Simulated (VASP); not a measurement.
The system is CsSnI3.

```xyz
5
Lattice="6.2874 0.0000 0.0000 0.0000 6.2874 0.0000 0.0000 0.0000 6.2874" Properties=species:S:1:pos:R:3 pbc="T T T"
Cs    0.0000    0.0000    0.0000
I     3.1437    3.1437    0.0000
I     3.1437    0.0000    3.1437
I     0.0000    3.1437    3.1437
Sn    3.1437    3.1437    3.1437
```

This cell differs from its parent crystal: volume scaled by 1.04.

Base run:

* Program: VASP 6.6.1
* Functional: PBE
* Potentials or basis: VASP PAW PBE potentials, release 64 (Cs_sv, I, Sn_d)
* Cutoff: 520 eV
* k mesh: 5 × 5 × 5
* Occupations: fermi-dirac, width 0.05 eV
* Spin: no spin polarisation

Its results: band gap on the k mesh 1.79 eV, direct; pressure -0.1 GPa.

Problem. After a change of settings the same cell gave: band gap on the k mesh 1.76 eV, direct; pressure -2.0 GPa. Which change was it?
A. functional from PBE to PBEsol
B. further incar settings from ALGO = Normal; EDIFF = 1e-06; NBANDS = 30 to ALGO = Normal; EDIFF = 1e-07; NBANDS = 30
C. functional from PBE to PBEsol; cutoff from 520 eV to 500 eV
D. functional from PBE to LDA; potentials or basis from VASP PAW PBE potentials, release 64 (Cs_sv, I, Sn_d) to VASP PAW LDA potentials, release 64 (Cs_sv, I, Sn_d)

Solution. D.

Caveats: spin-orbit coupling is left out, which moves the levels of the heavy elements.
